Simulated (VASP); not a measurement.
Set up this calculation in VASP 6.6.1, as the native input.

```
Task                   : relaxation of volume and atoms at fixed shape
Functional             : LDA
Potentials or basis    : VASP PAW LDA potentials, release 64 (Rb_sv, Ba_sv)
Cutoff                 : 600 eV
k mesh                 : 4 × 4 × 4
Occupations            : fermi-dirac, width 0.1 eV
Spin                   : no spin polarisation
Dipole correction      : no
Further INCAR settings : ALGO = Normal; EDIFF = 1e-06; IBRION = 2; EDIFFG = -0.02; NSW = 60; ISIF = 8
```

The structure of Rb3Ba lies in POSCAR:

```
Rb3Ba
1.0
    0.0000000000      5.5144300000      5.5144300000
    5.5144300000      0.0000000000      5.5144300000
    5.5144300000      5.5144300000      0.0000000000
Rb Ba
3 1
Direct
    0.2500000000      0.2500000000      0.2500000000
    0.7500000000      0.7500000000      0.7500000000
    0.5000000000      0.5000000000      0.5000000000
    0.0000000000      0.0000000000      0.0000000000
```

The input as run:

INCAR

```
SYSTEM = Rb3Ba
  PREC = Accurate
  ENCUT = 600
  EDIFF = 1E-6
  ISMEAR = -1
  SIGMA = 0.1
  LREAL = .FALSE.
  LASPH = .TRUE.
  NELM = 100
  ALGO = Normal
  ISIF = 8
  LWAVE = .FALSE.
  LCHARG = .FALSE.
  IBRION = 2
  NSW = 60
  EDIFFG = -0.02
```

KPOINTS

```
regular mesh
0
G
  4 4 4
  0 0 0
```

Potentials or basis: VASP PAW LDA potentials, release 64 (Rb_sv, Ba_sv).

The run is started by

```bash
$ cat potpaw_LDA.64/Rb_sv/POTCAR potpaw_LDA.64/Ba_sv/POTCAR > POTCAR
$ mpirun -np 1 vasp_std > vasp.out
```

Results of the run:

The relaxed volume is 71.35 Å³/atom. The relaxed cell is a = 7.390 Å, b = 7.390 Å, c = 7.390 Å, α = 60.00°, β = 60.00°, γ = 60.00°, the space group after relaxing (to 0.05 Å) is Fm-3m (No. 225) and the energy gained by relaxing is 24.4 meV/atom. The ionic steps are 4 and the pressure after relaxing is 0.0 GPa.

Run time: 2.6 min on 1 thread of Intel(R) Xeon(R) Platinum 8488C (Sapphire Rapids) (shared host), peak memory 0.48 GiB.
